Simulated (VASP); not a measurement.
Input of a VASP 6.6.1 run:

File POSCAR:

```
GdO
1.0
    0.0000000000      2.6635090403      2.6635090403
    2.6635090403      0.0000000000      2.6635090403
    2.6635090403      2.6635090403      0.0000000000
Gd O
1 1
Direct
    0.0000000000      0.0000000000      0.0000000000
    0.2500000000      0.2500000000      0.2500000000
```

Contents of INCAR.step1:

```
SYSTEM = GdO
PREC = Accurate ; ENCUT = 520
ISMEAR = -1 ; SIGMA = 0.05
LREAL = .False. ; LASPH = .True.
NELM = 150 ; ISPIN = 2
MAGMOM = 7 0 ; LMAXMIX = 6
NBANDS = 23 ; GGA = PE
ALGO = Normal ; EDIFF = 1E-4
LWAVE = .True. ; LCHARG = .False.
```

Contents of INCAR.step2:

```
SYSTEM = GdO
PREC = Accurate ; ENCUT = 520
EDIFF = 1E-6 ; ISMEAR = -1
SIGMA = 0.05 ; LREAL = .False.
LASPH = .True. ; NELM = 150
ALGO = Normal ; ISIF = 2
LWAVE = .False. ; LCHARG = .True.
ISPIN = 2 ; MAGMOM = 7 0
LORBIT = 11 ; LMAXMIX = 6
METAGGA = R2SCAN ; LMIXTAU = .True.
LELF = .True. ; LVHAR = .True.
NBANDS = 23 ; ISTART = 1
```

The input KPOINTS:

```
Automatic mesh
0
Gamma
  9 9 9
  0 0 0
```

Potentials or basis: VASP PAW PBE potentials, release 64 (Gd, O).

Run with:

```bash
$ cat potpaw_PBE.64/Gd/POTCAR potpaw_PBE.64/O/POTCAR > POTCAR
$ cp INCAR.step1 INCAR
$ mpirun -np 1 vasp_std > vasp.out
$ cp INCAR.step2 INCAR
$ mpirun -np 1 vasp_std > vasp.out
```

Task: What does it give for the net moment?

Result: 7.94 μB per cell.

Task: What does it give for the site moments?

Result: Gd +6.99; O +0.03 μB.

Caveat: a cell with one magnetic atom can't hold antiferromagnetic order, which such compounds often take. The state reached can hang on the start; a lower one may exist.
